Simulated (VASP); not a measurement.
Input of a VASP 6.6.1 run:

The input POSCAR:

```
Cd2S4O
1.0
    0.0000000000      3.3197490000      0.0000000000
    6.1029630000      0.0000000000      0.0000000000
   -2.7475850000      1.6598750000     -5.9782980000
S O Cd
4 1 2
Direct
    0.3675000000      0.9726000000      0.2650000000
    0.6325000000      0.0274000000      0.7350000000
    0.8938000000      0.4493000000      0.2124000000
    0.1062000000      0.5507000000      0.7876000000
    0.0000000000      0.0000000000      0.0000000000
    0.2561000000      0.6904000000      0.4878000000
    0.7439000000      0.3096000000      0.5122000000
```

The input INCAR.step1:

```
SYSTEM = Cd2S4O
ALGO = Normal
EDIFF = 1E-4
ENCUT = 520
GGA = PE
ISMEAR = -1
LASPH = .True.
LCHARG = .False.
LREAL = .False.
LWAVE = .True.
NBANDS = 36
NELM = 60
PREC = Accurate
SIGMA = 0.1033
```

The input INCAR.step2:

```
SYSTEM = Cd2S4O
ALGO = Normal
EDIFF = 1E-7
ENCUT = 520
ISIF = 2
ISMEAR = -1
ISTART = 1
LASPH = .True.
LCHARG = .True.
LELF = .True.
LMIXTAU = .True.
LREAL = .False.
LVHAR = .True.
LWAVE = .False.
METAGGA = R2SCAN
NBANDS = 36
NELM = 60
PREC = Accurate
SIGMA = 0.1033
```

The input KPOINTS:

```
k-points
0
Gamma
  7 4 7
  0 0 0
```

Potentials or basis: VASP PAW PBE potentials, release 64 (S, O, Cd).

Run with:

```console
$ cat potpaw_PBE.64/S/POTCAR potpaw_PBE.64/O/POTCAR potpaw_PBE.64/Cd/POTCAR > POTCAR
$ cp INCAR.step1 INCAR
$ mpirun -np 1 vasp_std > vasp.out
$ cp INCAR.step2 INCAR
$ mpirun -np 1 vasp_std > vasp.out
```

**Question.** Estimate the band gap on the k mesh.

**Answer.** Zero (band 27 reaches 4.15 eV, above the bottom of band 28 at 3.35 eV).

**Question.** Estimate the largest force.

**Answer.** 2.342 eV/Å.

**Question.** Predict the pressure.

**Answer.** 11.4 GPa.

Stress tensor (GPa, compression positive):
```
11.71  0.00  0.23
 0.00 14.13  0.00
 0.23  0.00  8.22
```

Caveat: the PAW data sets were made with another functional, which shifts forces and pressure a little.
